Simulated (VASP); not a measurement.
Here is a VASP 6.6.1 calculation.

File INCAR:

```
PREC     = Accurate       # precision mode
ENCUT    = 520            # plane-wave cutoff, eV
EDIFF    = 1E-6           # SCF threshold, eV
ISMEAR   = 0              # smearing method
SIGMA    = 0.05           # smearing width, eV
LREAL    = False          # projectors in reciprocal space
LASPH    = True           # aspherical terms in the spheres
NELM     = 60             # most SCF steps
ALGO     = Normal         # electronic algorithm
ISIF     = 2              # what is computed and relaxed
LWAVE    = False          # write WAVECAR
LCHARG   = False          # write CHGCAR
GGA      = PS             # functional
NBANDS   = 26             # bands
```

Contents of KPOINTS:

```
Automatic mesh
0
Gamma
  6 6 6
```

POSCAR

```
AlN
1.0
    4.3771405283      0.0000000000      0.0000000000
    0.0000000000     -4.3771405283      0.0000000000
    0.0000000000      0.0000000000     -4.3771405283
Al N
4 4
Direct
   -0.0814188659     -0.0863577483     -0.0814188659
    0.5000000000      0.5000000000      0.0000000000
    0.5000000000      0.0000000000      0.5000000000
    0.0000000000      0.5000000000      0.5000000000
    0.7500000000      0.7500000000      0.7500000000
    0.2500000000      0.2500000000      0.7500000000
    0.2500000000      0.7500000000      0.2500000000
    0.7500000000      0.2500000000      0.2500000000
```

Potentials or basis: VASP PAW PBE potentials, release 64 (Al, N).

The run is started by

```bash
$ cat potpaw_PBE.64/Al/POTCAR potpaw_PBE.64/N/POTCAR > POTCAR
$ mpirun -np 1 vasp_std > vasp.out
```

(1) Predict the band gap on the k mesh.

(2) What does it give for the largest force?

(3) Estimate the pressure.

Answers

(1) 1.85 eV, indirect (least direct gap 1.99 eV).

(2) 50.294 eV/Å.

(3) 31.3 GPa.

Caveat: the cell differs from its parent crystal (atom 1 (Al) moved by -0.504 Å along [1 1 0] and +0.378 Å along [0 0 1]); the PAW data sets were made with another functional, which shifts forces and pressure a little.
